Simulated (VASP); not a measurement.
Write the native input for VASP 6.6.1 that does the following.

```
Task                   : single point
Functional             : PBE
Potentials or basis    : VASP PAW PBE potentials, release 64 (Si, Bi_d, Te)
Cutoff                 : 520 eV
k mesh                 : 8 × 8 × 8
Occupations            : gaussian, width 0.1 eV
Spin                   : no spin polarisation
Dipole correction      : no
Further INCAR settings : ALGO = Normal; EDIFF = 1e-06; NBANDS = 36
```

The structure of Si3Bi2Te2 lies in POSCAR:

```
Si3Bi2Te2
1.0
   -2.8500707625      2.8500707625      6.2990325673
    2.8500707625     -2.8500707625      6.2990325673
    2.8500707625      2.8500707625     -6.2990325673
Si Bi Te
3 2 2
Direct
    0.5000000000      0.5000000000      0.0000000000
    0.3036159003      0.3036159003      0.0000000000
    0.6963840997      0.6963840997      0.0000000000
    0.5000000000      0.0000000000      0.5000000000
    0.0000000000      0.5000000000      0.5000000000
    0.7500000000      0.2500000000      0.5000000000
    0.2500000000      0.7500000000      0.5000000000
```

The cell was built from a structure type or drawn by symmetry, and may not be a known phase.

The input as run:

INCAR

```
SYSTEM = Si3Bi2Te2
PREC = Accurate ; ENCUT = 520
EDIFF = 1E-6 ; ISMEAR = 0
SIGMA = 0.1 ; LREAL = .False.
LASPH = .True. ; NELM = 100
ALGO = Normal ; ISIF = 2
LWAVE = .False. ; LCHARG = .False.
GGA = PE ; NBANDS = 36
```

KPOINTS

```
regular mesh
0
Gamma
  8 8 8
  0 0 0
```

Potentials or basis: VASP PAW PBE potentials, release 64 (Si, Bi_d, Te).

Command:

```bash
$ cat potpaw_PBE.64/Si/POTCAR potpaw_PBE.64/Bi_d/POTCAR potpaw_PBE.64/Te/POTCAR > POTCAR
$ mpirun -np 1 vasp_std > vasp.out
```

It gave:

```yaml
Pressure: 0.0 GPa
Largest_force: 0.003 eV/Å
Band_gap_on_the_k_mesh: zero (bands 27 and 28 overlap by 0.79 eV)
```

Caveat: spin-orbit coupling is left out, which moves the levels of the heavy elements.

Run time: 5.8 min on 1 thread of Intel(R) Xeon(R) Platinum 8488C (Sapphire Rapids), with other jobs on the host, peak memory 0.68 GiB.
